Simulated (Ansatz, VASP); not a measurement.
One calculation of SiW2, two programs

```
CELL_PARAMETERS angstrom
3.17000 0.00000 0.00000
0.00000 4.23282 0.00000
0.00000 0.00000 6.75407
ATOMIC_POSITIONS crystal
Si 0.50000 0.50000 0.21036
Si 0.00000 0.00000 0.78964
W 0.00000 0.50000 0.50749
W 0.50000 0.00000 0.49251
W 0.50000 0.50000 0.84669
W 0.00000 0.00000 0.15331
```

Change from the starting cell: the structure that the rattled cell fell into.

Alike in both runs: functional PBE; k mesh 12 × 10 × 6; occupations gaussian, width 0.1 eV; no spin polarisation.

Ansatz relaxed the structure, and its values are those at the end. VASP's run is a single point on that final structure, the one shown.

|  | VASP | Ansatz |
| --- | --- | --- |
| version | VASP 6.6.1 | Ansatz 0.2.0 |
| potentials or method | VASP PAW PBE potentials, release 64 (Si, W_sv), cutoff 520 eV | scalar-relativistic, plane waves, PAW |
| valence electrons in the cell | 64 | 64 |

```csv
,VASP,Ansatz,Ansatz less VASP
gap on the k mesh at the Fermi level (eV),none,none,-
pressure (GPa),0.3,0.0,-0.35
rms of the force components (eV/Å),0.006,0.001,-0.0047
```

A gap of «none» marks a metal or a gap that the smearing closes.

Neither program's run includes spin-orbit coupling.
